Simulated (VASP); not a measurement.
# Hg (Pm-3m) in VASP: further runs, part 2 of 3

VASP 6.6.1. The steps go on from the part before.

### 3 Single point, r2SCAN (28.33 Å³/atom)

This run uses another cell than the first one, of 28.33 Å³/atom.

File POSCAR:

```
Hg
1.0
    3.0484575240      0.0000000000      0.0000000000
    0.0000000000      3.0484575240      0.0000000000
    0.0000000000      0.0000000000      3.0484575240
Hg
1
Direct
    0.0000000000      0.0000000000      0.0000000000
```

File INCAR.step1:

```
SYSTEM = Hg
ALGO = Normal
EDIFF = 1E-4
ENCUT = 520
GGA = PE
ISMEAR = -1
LASPH = .TRUE.
LCHARG = .FALSE.
LREAL = .FALSE.
LWAVE = .TRUE.
NBANDS = 12
NELM = 60
PREC = Accurate
SIGMA = 0.1
```

File INCAR.step2:

```
SYSTEM = Hg
ALGO = Normal
EDIFF = 1E-6
ENCUT = 520
ISIF = 2
ISMEAR = -1
ISTART = 1
LASPH = .TRUE.
LCHARG = .TRUE.
LELF = .TRUE.
LMIXTAU = .TRUE.
LREAL = .FALSE.
LVHAR = .TRUE.
LWAVE = .FALSE.
METAGGA = R2SCAN
NBANDS = 12
NELM = 60
PREC = Accurate
SIGMA = 0.1
```

File KPOINTS:

```
k-points
0
G
  12 12 12
  0 0 0
```

Potentials or basis: VASP PAW PBE potentials, release 64 (Hg).

Launch:

```sh
$ cat potpaw_PBE.64/Hg/POTCAR > POTCAR
$ cp INCAR.step1 INCAR
$ mpirun -np 1 vasp_std > vasp.out
$ cp INCAR.step2 INCAR
$ mpirun -np 1 vasp_std > vasp.out
```

OUTCAR:

```text
SYSTEM = Hg
   EDIFF = 1E-6
   ENCUT = 520
   ISIF = 2
   ISMEAR = -1
   ISTART = 1
   LASPH = .TRUE.
   LREAL = .FALSE.
   METAGGA = R2SCAN
   NELM = 60
   PREC = Accurate

 ion  position               nearest neighbor table
   1  0.000  0.000  0.000-

  LATTYP: Found a simple cubic cell.
 ALAT       =     3.0484575240

  Lattice vectors:

 A1 = (   3.0484575240,   0.0000000000,   0.0000000000)
 A2 = (   0.0000000000,   3.0484575240,   0.0000000000)
 A3 = (   0.0000000000,   0.0000000000,   3.0484575240)

Analysis of symmetry for initial positions (statically):
=====================================================================
 Subroutine PRICEL returns:
 Original cell was already a primitive cell.

 Routine SETGRP: Setting up the symmetry group for a
 simple cubic supercell.

 Subroutine GETGRP returns: Found 48 space group operations
 (whereof 48 operations were pure point group operations)
 out of a pool of 48 trial point group operations.

The static configuration has the point symmetry O_h .

Analysis of symmetry for dynamics (positions and initial velocities):
=====================================================================
 Subroutine PRICEL returns:
 Original cell was already a primitive cell.

 Routine SETGRP: Setting up the symmetry group for a
 simple cubic supercell.

 Subroutine GETGRP returns: Found 48 space group operations
 (whereof 48 operations were pure point group operations)
 out of a pool of 48 trial point group operations.

The dynamic configuration has the point symmetry O_h .

 Subroutine INISYM returns: Found 48 space group operations
 (whereof 48 operations are pure point group operations),
 and found     1 'primitive' translations

----------------------------------------------------------------------------------------

                                     Primitive cell

  volume of cell :      28.3296

  direct lattice vectors                    reciprocal lattice vectors
     3.048457524  0.000000000  0.000000000     0.328034749  0.000000000  0.000000000
     0.000000000  3.048457524  0.000000000     0.000000000  0.328034749  0.000000000
     0.000000000  0.000000000  3.048457524     0.000000000  0.000000000  0.328034749

  length of vectors
     3.048457524  3.048457524  3.048457524     0.328034749  0.328034749  0.328034749

  position of ions in fractional coordinates (direct lattice)
     0.000000000  0.000000000  0.000000000

  ion indices of the primitive-cell ions
   primitive index   ion index
                 1           1

----------------------------------------------------------------------------------------

 KPOINTS: k-points

Automatic generation of k-mesh.
 Grid dimensions read from file:
 generate k-points for:   12   12   12

 Generating k-lattice:

  Cartesian coordinates                     Fractional coordinates (reciprocal lattice)
     0.027336229  0.000000000  0.000000000     0.083333333  0.000000000  0.000000000
     0.000000000  0.027336229  0.000000000     0.000000000  0.083333333  0.000000000
     0.000000000  0.000000000  0.027336229     0.000000000  0.000000000  0.083333333

  Length of vectors
     0.027336229  0.027336229  0.027336229

  Shift w.r.t. Gamma in fractional coordinates (k-lattice)
     0.000000000  0.000000000  0.000000000

 Subroutine IBZKPT returns following result:
 ===========================================

 Found     84 irreducible k-points:

 Following reciprocal coordinates:
            Coordinates               Weight
  0.000000  0.000000  0.000000      1.000000
  0.083333  0.000000  0.000000      6.000000
  0.166667  0.000000  0.000000      6.000000
  0.250000  0.000000  0.000000      6.000000
  0.333333  0.000000  0.000000      6.000000
  0.416667  0.000000  0.000000      6.000000
[... 16 lines left out ...]
  0.333333  0.333333  0.000000     12.000000
  0.416667  0.333333  0.000000     24.000000
 [... further k-points ...]
   k-points           NKPTS =     84   k-points in BZ     NKDIM =     84   number of bands    NBANDS=     12
   number of dos      NEDOS =    301   number of ions     NIONS =      1
   total plane-waves  NPLWV =  13824
   dimension x,y,z NGX =    24 NGY =   24 NGZ =   24
   dimension x,y,z NGXF=    48 NGYF=   48 NGZF=   48
   ions per type =               1
   NGX,Y,Z   is equivalent  to a cutoff of  13.09, 13.09, 13.09 a.u.
   NGXF,Y,Z  is equivalent  to a cutoff of  26.18, 26.18, 26.18 a.u.
 SYSTEM =  Hg
   PREC   = accura    normal or accurate (medium, high low for compatibility)
   ISTART =      1    job   : 0-new  1-cont  2-samecut
   ICHARG =      0    charge: 1-file 2-atom 10-const
   ISPIN  =      1    spin polarized calculation?
   LNONCOLLINEAR =      F non collinear calculations
   LSORBIT =      F    spin-orbit coupling
   LASPH  =      T    aspherical Exc in radial PAW
   ENCUT  =  520.0 eV  38.22 Ry    6.18 a.u.   5.67  5.67  5.67*2*pi/ulx,y,z
   NELM   =     60;   NELMIN=  2; NELMDL=  0     # of ELM steps
   EDIFF  = 0.1E-05   stopping-criterion for ELM
   LREAL  =      F    real-space projection
   EDIFFG = 0.1E-04   stopping-criterion for IOM
   NSW    =      0    number of steps for IOM
   IBRION =     -1    ionic relax: 0-MD 1-quasi-New 2-CG
   NFREE  =      0    steps in history (QN), initial steepest desc. (CG)
   ISIF   =      2    stress and relaxation
   ISYM   =      2    0-nonsym 1-usesym 2-fastsym
   POTIM  = 0.5000    time-step for ionic-motion
   TEBEG  =    0.0;   TEEND  =   0.0 temperature during run
   PSTRESS=    0.0 pullay stress
   NELECT =      12.0000    total number of electrons
   NUPDOWN=      -1.0000    fix difference up-down
   EMIN   =  10.00;   EMAX   =-10.00  energy-range for DOS
   EFERMI =   0.00;   METHOD = LEGACY
   ISMEAR =    -1;   SIGMA  =   0.10  broadening in eV -4-tet -1-fermi 0-gaus
   EFERMI_NEDOS =   21; number of points for ismear=-14 and -15
   IALGO  =     38    algorithm
   IMIX   =      4    mixing-type and parameters
     AMIX     =   0.40;   BMIX     =  1.00
     AMIX_MAG =   1.60;   BMIX_MAG =  1.00
  volume/ion in A,a.u.               =      28.33       191.18
  Fermi-wavevector in a.u.,A,eV,Ry     =   1.229481  2.323382 20.566881  1.511623
  Thomas-Fermi vector in A             =   2.364366
   LORBIT       =      0    0 simple, 1 ext, 2 COOP (PROOUT), +10 PAW based schemes
   METAGGA = R2SCAN    functional components
   LHFCALC =     F    Hartree Fock is set to
   AEXX    =    0.0000 exact exchange contribution
   IVDW    =     0    specifies the selected vdW correction
   LEPSILON=     F    determine dielectric tensor
   LRPA    =     F    only Hartree local field effects (RPA)
 non-spin polarized calculation
  energy-cutoff  :      520.00
  volume of cell :       28.33
 maximum number of plane-waves:       784
 NGX is ok and might be reduce to    24
   NGX = 11   NGY = 11   NGZ = 11

 number of electron      12.0000005 magnetization

 Free energy of the ion-electron system (eV)
  ---------------------------------------------------
  ext. energy  EPLUGINS =         0.00000000
  ---------------------------------------------------
  free energy    TOTEN  =       -49.34971091 eV

  energy without entropy =      -49.33859463  energy(sigma->0) =      -49.34415277

 E-fermi :   1.5385     XC(G=0): -10.3699

 val. band max:        1.4819249976   @ k =   0.4167   0.0833   0.0000
 cond. band min:       1.5575726247   @ k =   0.5000   0.2500   0.0833
 fundamental gap:      0.0756476271
 Fermi energy:         1.5385335823

 k-point     1 :       0.0000    0.0000    0.0000
  band No.  band energies     occupation
      1      -6.7929      2.00000
      2      -6.7292      2.00000
      3      -6.7292      2.00000
      4      -4.7886      2.00000
      5      -4.7886      2.00000
      6      -4.7886      2.00000
      7      11.6173      0.00000
      8      11.6173      0.00000
      9      11.6173      0.00000
     10      14.9612      0.00000
     11      16.9628      0.00000
     12      16.9628      0.00000
[... 331 lines left out ...]
 k-point    24 :       0.4167    0.3333    0.0000
  band No.  band energies     occupation
      1      -6.3489      2.00000
      2      -6.1942      2.00000
      3      -5.2892      2.00000
      4      -5.1712      2.00000
      5      -4.8296      2.00000
      6      -1.0877      2.00000
      7       3.2701      0.00000
      8       6.3602      0.00000
      9      11.1413      0.00000
     10      17.7619      0.00000
     11      18.2378      0.00000
     12      20.2976      0.00000

 [... further k-points ...]

------------------------ aborting loop because EDIFF is reached ----------------------------------------

  FORCE on cell =-STRESS in cart. coord.  units (eV):
  Direction    XX          YY          ZZ          XY          YZ          ZX
  --------------------------------------------------------------------------------------
  -------------------------------------------------------------------------------------
  Total       -0.0997875     -0.0997875     -0.0997875      0.0000000      0.0000000     -0.0000000
  in kB       -5.6434727     -5.6434727     -5.6434727      0.0000000      0.0000000     -0.0000000
  external PRESSURE =      -5.6434727 kB  Pullay stress =       0.0000000 kB

 VOLUME and BASIS-vectors are now :
 -----------------------------------------------------------------------------
  energy-cutoff  :      520.00
  volume of cell :       28.33
      direct lattice vectors                 reciprocal lattice vectors
     3.048457524  0.000000000  0.000000000     0.328034749  0.000000000  0.000000000
     0.000000000  3.048457524  0.000000000     0.000000000  0.328034749  0.000000000
     0.000000000  0.000000000  3.048457524     0.000000000  0.000000000  0.328034749

 POSITION                                       TOTAL-FORCE (eV/Angst)
 -----------------------------------------------------------------------------------
      0.00000      0.00000      0.00000         0.000000      0.000000      0.000000
 -----------------------------------------------------------------------------------
    total drift:                                0.000000     -0.000000      0.000000

  FREE ENERGIE OF THE ION-ELECTRON SYSTEM (eV)
  ---------------------------------------------------
  free  energy   TOTEN  =       -49.3497109066 eV

  energy  without entropy=      -49.3385946257  energy(sigma->0) =      -49.34415277
```

OUTCAR.step1:

```text
SYSTEM = Hg
   EDIFF = 1E-4
   ENCUT = 520
   GGA = PE
   ISMEAR = -1
   LASPH = .TRUE.
   LREAL = .FALSE.
[... 576 lines left out ...]
 -----------------------------------------------------------------------------------
      0.00000      0.00000      0.00000         0.000000      0.000000      0.000000
 -----------------------------------------------------------------------------------
    total drift:                                0.000000      0.000000      0.000000

  FREE ENERGIE OF THE ION-ELECTRON SYSTEM (eV)
  ---------------------------------------------------
  free  energy   TOTEN  =        -0.1612235201 eV

  energy  without entropy=       -0.1500482878  energy(sigma->0) =       -0.15563590
```

Wall time 25 s (1 thread of Intel Xeon 6975P-C (Granite Rapids), shared host); peak memory 0.15 GiB.

What came out:

* Free energy: -49.3497 eV
* Pressure: -0.6 GPa
* Band gap on the k mesh: zero (bands 6 and 7 overlap by 5.75 eV)

Caveat: the PAW data sets were made with another functional, which shifts forces and pressure a little; spin-orbit coupling is left out, which moves the levels of the heavy elements.

### 4 Single point, r2SCAN (29.42 Å³/atom)

This run uses another cell than the first one, of 29.42 Å³/atom.

File POSCAR:

```
Hg
1.0
    3.0870496908      0.0000000000      0.0000000000
    0.0000000000      3.0870496908      0.0000000000
    0.0000000000      0.0000000000      3.0870496908
Hg
1
Direct
    0.0000000000      0.0000000000      0.0000000000
```

File INCAR.step1:

```
PREC     = Accurate       # precision mode
ENCUT    = 520            # plane-wave cutoff, eV
ISMEAR   = -1             # smearing method
SIGMA    = 0.1            # smearing width, eV
LREAL    = F              # projectors in reciprocal space
LASPH    = T              # aspherical terms in the spheres
NELM     = 60             # most SCF steps
NBANDS   = 12             # bands
GGA      = PE             # functional
ALGO     = Normal         # electronic algorithm
EDIFF    = 1E-4           # SCF threshold, eV
LWAVE    = T              # write WAVECAR
LCHARG   = F              # write CHGCAR
```

File INCAR.step2:

```
PREC     = Accurate       # precision mode
ENCUT    = 520            # plane-wave cutoff, eV
EDIFF    = 1E-6           # SCF threshold, eV
ISMEAR   = -1             # smearing method
SIGMA    = 0.1            # smearing width, eV
LREAL    = F              # projectors in reciprocal space
LASPH    = T              # aspherical terms in the spheres
NELM     = 60             # most SCF steps
ALGO     = Normal         # electronic algorithm
ISIF     = 2              # what is computed and relaxed
LWAVE    = F              # write WAVECAR
LCHARG   = T              # write CHGCAR
METAGGA  = R2SCAN         # meta-GGA
LMIXTAU  = T            
LELF     = T              # ELF
LVHAR    = T            
NBANDS   = 12             # bands
ISTART   = 1
```

File KPOINTS:

```
Automatic mesh
0
Gamma
  12 12 12
```

Launch:

```sh
$ cat potpaw_PBE.64/Hg/POTCAR > POTCAR
$ cp INCAR.step1 INCAR
$ mpirun -np 1 vasp_std > vasp.out
$ cp INCAR.step2 INCAR
$ mpirun -np 1 vasp_std > vasp.out
```

It took 24 s on 1 thread of Intel Xeon 6975P-C (Granite Rapids), shared host; peak memory 0.16 GiB.

It converged, with:

* Free energy: -49.3440 eV
* Pressure: -1.2 GPa
* Band gap on the k mesh: zero (bands 6 and 7 overlap by 5.20 eV)

Levels at points of the mesh, in eV from the Fermi level:
```
           k point  band 2  band 3  band 4  band 5  band 6  band 7  band 8  band 9  band 10  band 11
(0.00, 0.00, 0.00)   -8.11   -8.08   -6.31   -6.31   -6.31    9.86    9.86    9.86    13.05    15.07
(0.50, 0.00, 0.00)   -7.70   -6.87   -6.87   -6.26   -3.13   -1.38   13.45   13.45    14.69    15.06
(0.50, 0.50, 0.00)   -7.69   -6.78   -6.78   -5.77    0.15    1.65    1.65    7.28    17.79    17.79
(0.50, 0.50, 0.50)   -7.64   -7.64   -5.74   -5.74    3.82    4.70    4.70    4.70     8.91    11.07
```

Caveat: the PAW data sets were made with another functional, which shifts forces and pressure a little; spin-orbit coupling is left out, which moves the levels of the heavy elements.

(Continued in part 3 of 3.)

The gap in the log of VASP goes by the Fermi energy; the results here count the filled bands.